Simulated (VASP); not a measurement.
# Pt (Fm-3m) in VASP: single point with PBE

Aim: the single point of Pt with PBE.

All numbers are computed with VASP 6.6.1; they aren't measurements. Logs are shortened: lines on timing, memory, paths and dates and some standing lists are left out, and cuts for length are marked.

### 1 The cell of the first run

Symmetry: Fm-3m, No. 225, cubic system. The conventional cell has a = 3.967 Å, b = 3.967 Å, c = 3.967 Å, α = 90.00°, β = 90.00°, γ = 90.00°. Within 3.7 Å of Pt (site symmetry m-3m) lie 12 Pt at 2.81 Å.

### 2 Single point, PBE

Input file INCAR:

```
  ALGO = Normal
  EDIFF = 1E-6
  ENCUT = 500
  GGA = PE
  GGA_COMPAT = F
  ISIF = 2
  ISMEAR = 0
  LASPH = T
  LCHARG = T
  LELF = T
  LREAL = F
  LVHAR = T
  LWAVE = F
  NBANDS = 11
  NELM = 120
  PREC = Accurate
  SIGMA = 0.1
```

Input file KPOINTS:

```
k-points
0
Gamma
  8 8 8
```

Input file POSCAR:

```
Pt
1.0
    0.0000000000      1.9836070080      1.9836070080
    1.9836070080      0.0000000000      1.9836070080
    1.9836070080      1.9836070080      0.0000000000
Pt
1
Direct
    0.0000000000      0.0000000000      0.0000000000
```

Potentials or basis: VASP PAW PBE potentials, release 64 (Pt).

Command:

```console
> cat potpaw_PBE.64/Pt/POTCAR > POTCAR
> mpirun -np 1 vasp_std > vasp.out
```

OUTCAR:

```text
EDIFF = 1E-6
   ENCUT = 500
   GGA = PE
   ISIF = 2
   ISMEAR = 0
   LASPH = T
   LREAL = F
   NELM = 120
   PREC = Accurate

 ion  position               nearest neighbor table
   1  0.000  0.000  0.000-

  LATTYP: Found a face centered cubic cell.
 ALAT       =     3.9672140160

  Lattice vectors:

 A1 = (   0.0000000000,   1.9836070080,   1.9836070080)
 A2 = (   1.9836070080,   0.0000000000,   1.9836070080)
 A3 = (   1.9836070080,   1.9836070080,   0.0000000000)

Analysis of symmetry for initial positions (statically):
=====================================================================
 Subroutine PRICEL returns:
 Original cell was already a primitive cell.

 Routine SETGRP: Setting up the symmetry group for a
 face centered cubic supercell.

 Subroutine GETGRP returns: Found 48 space group operations
 (whereof 48 operations were pure point group operations)
 out of a pool of 48 trial point group operations.

The static configuration has the point symmetry O_h .

Analysis of symmetry for dynamics (positions and initial velocities):
=====================================================================
 Subroutine PRICEL returns:
 Original cell was already a primitive cell.

 Routine SETGRP: Setting up the symmetry group for a
 face centered cubic supercell.

 Subroutine GETGRP returns: Found 48 space group operations
 (whereof 48 operations were pure point group operations)
 out of a pool of 48 trial point group operations.

The dynamic configuration has the point symmetry O_h .

 Subroutine INISYM returns: Found 48 space group operations
 (whereof 48 operations are pure point group operations),
 and found     1 'primitive' translations

----------------------------------------------------------------------------------------

                                     Primitive cell

  volume of cell :      15.6098

  direct lattice vectors                    reciprocal lattice vectors
     0.000000000  1.983607008  1.983607008    -0.252066058  0.252066058  0.252066058
     1.983607008  0.000000000  1.983607008     0.252066058 -0.252066058  0.252066058
     1.983607008  1.983607008  0.000000000     0.252066058  0.252066058 -0.252066058

  length of vectors
     2.805243933  2.805243933  2.805243933     0.436591220  0.436591220  0.436591220

  position of ions in fractional coordinates (direct lattice)
     0.000000000  0.000000000  0.000000000

  ion indices of the primitive-cell ions
   primitive index   ion index
                 1           1
[... 78 lines left out ...]
   ISIF   =      2    stress and relaxation
   ISYM   =      2    0-nonsym 1-usesym 2-fastsym
   POTIM  = 0.5000    time-step for ionic-motion
   TEBEG  =    0.0;   TEEND  =   0.0 temperature during run
   PSTRESS=    0.0 pullay stress
   NELECT =      10.0000    total number of electrons
   NUPDOWN=      -1.0000    fix difference up-down
   EMIN   =  10.00;   EMAX   =-10.00  energy-range for DOS
   EFERMI =   0.00;   METHOD = LEGACY
   ISMEAR =     0;   SIGMA  =   0.10  broadening in eV -4-tet -1-fermi 0-gaus
   EFERMI_NEDOS =   21; number of points for ismear=-14 and -15
   IALGO  =     38    algorithm
   IMIX   =      4    mixing-type and parameters
     AMIX     =   0.40;   BMIX     =  1.00
     AMIX_MAG =   1.60;   BMIX_MAG =  1.00
  volume/ion in A,a.u.               =      15.61       105.34
  Fermi-wavevector in a.u.,A,eV,Ry     =   1.411267  2.666908 27.098379  1.991675
  Thomas-Fermi vector in A             =   2.533136
   LORBIT       =      0    0 simple, 1 ext, 2 COOP (PROOUT), +10 PAW based schemes
   GGA     = PE    functional components
   LHFCALC =     F    Hartree Fock is set to
   AEXX    =    0.0000 exact exchange contribution
   IVDW    =     0    specifies the selected vdW correction
   LEPSILON=     F    determine dielectric tensor
   LRPA    =     F    only Hartree local field effects (RPA)
 non-spin polarized calculation
 Gauss-broadening in eV      SIGMA  =   0.10
  energy-cutoff  :      500.00
  volume of cell :       15.61
 maximum number of plane-waves:       415
   NGX = 11   NGY = 11   NGZ = 11

 number of electron      10.0000002 magnetization

 Free energy of the ion-electron system (eV)
  ---------------------------------------------------
  ext. energy  EPLUGINS =         0.00000000
  ---------------------------------------------------
  free energy    TOTEN  =        -6.08655652 eV

  energy without entropy =       -6.07702869  energy(sigma->0) =       -6.08179261

 E-fermi :  10.5406     XC(G=0): -13.2918

 val. band max:       10.4098062112   @ k =  -0.3750   0.3750   0.0000
 cond. band min:      10.5487025713   @ k =  -0.2500   0.1250   0.0000
 fundamental gap:      0.1388963601
 Fermi energy:        10.5406076493

 k-point     1 :       0.0000    0.0000    0.0000
  band No.  band energies     occupation
      1       0.7800      2.00000
      2       7.0020      2.00000
      3       7.0020      2.00000
      4       7.0020      2.00000
      5       9.0313      2.00000
      6       9.0313      2.00000
      7      25.3493      0.00000
      8      30.1182      0.00000
      9      30.1182      0.00000
     10      30.1182      0.00000
     11      35.3466      0.00000
[... 309 lines left out ...]
 k-point    24 :      -0.3750    0.2500    0.1250
  band No.  band energies     occupation
      1       4.8557      2.00000
      2       6.0442      2.00000
      3       7.3400      2.00000
      4       8.0486      2.00000
      5      10.3928      1.96336
      6      14.9353      0.00000
      7      15.9032      0.00000
      8      25.0051      0.00000
      9      25.4960      0.00000
     10      29.5824      0.00000
     11      36.4249      0.00000

 [... further k-points ...]

------------------------ aborting loop because EDIFF is reached ----------------------------------------

  FORCE on cell =-STRESS in cart. coord.  units (eV):
  Direction    XX          YY          ZZ          XY          YZ          ZX
  --------------------------------------------------------------------------------------
  -------------------------------------------------------------------------------------
  Total       -0.0589900     -0.0589900     -0.0589900      0.0000000      0.0000000     -0.0000000
  in kB       -6.0546920     -6.0546920     -6.0546920      0.0000000      0.0000000     -0.0000000
  external PRESSURE =      -6.0546920 kB  Pullay stress =       0.0000000 kB

 VOLUME and BASIS-vectors are now :
 -----------------------------------------------------------------------------
  energy-cutoff  :      500.00
  volume of cell :       15.61
      direct lattice vectors                 reciprocal lattice vectors
     0.000000000  1.983607008  1.983607008    -0.252066058  0.252066058  0.252066058
     1.983607008  0.000000000  1.983607008     0.252066058 -0.252066058  0.252066058
     1.983607008  1.983607008  0.000000000     0.252066058  0.252066058 -0.252066058

 POSITION                                       TOTAL-FORCE (eV/Angst)
 -----------------------------------------------------------------------------------
      0.00000      0.00000      0.00000        -0.000000      0.000000      0.000000
 -----------------------------------------------------------------------------------
    total drift:                                0.000000     -0.000000      0.000000

  FREE ENERGIE OF THE ION-ELECTRON SYSTEM (eV)
  ---------------------------------------------------
  free  energy   TOTEN  =        -6.0865565182 eV

  energy  without entropy=       -6.0770286939  energy(sigma->0) =       -6.08179261
```

Run time: 5.1 s. Hardware: 1 thread of Intel Xeon Platinum 8488C (Sapphire Rapids), shared host; peak memory 0.12 GiB.

Results:

```yaml
Free_energy: -6.0866 eV
Pressure: -0.6 GPa
Band_gap_on_the_k_mesh: zero (band 5 reaches 11.03 eV, above the bottom of band 6 at 8.94 eV)
```

Levels at points of the mesh, in eV from the Fermi level:
```csv
k point,band 1,band 2,band 3,band 4,band 5,band 6,band 7,band 8,band 9,band 10
"(0.00, 0.00, 0.00)",-9.76,-3.54,-3.54,-3.54,-1.51,-1.51,14.81,19.58,19.58,19.58
"(0.50, 0.00, 0.00)",-6.91,-3.60,-3.60,-0.26,0.07,0.07,5.63,14.37,18.81,18.81
"(0.50, 0.50, 0.00)",-6.65,-6.22,0.03,0.49,0.49,1.92,8.56,11.36,11.36,19.79
```

Caveat: spin-orbit coupling is left out, which moves the levels of the heavy elements.
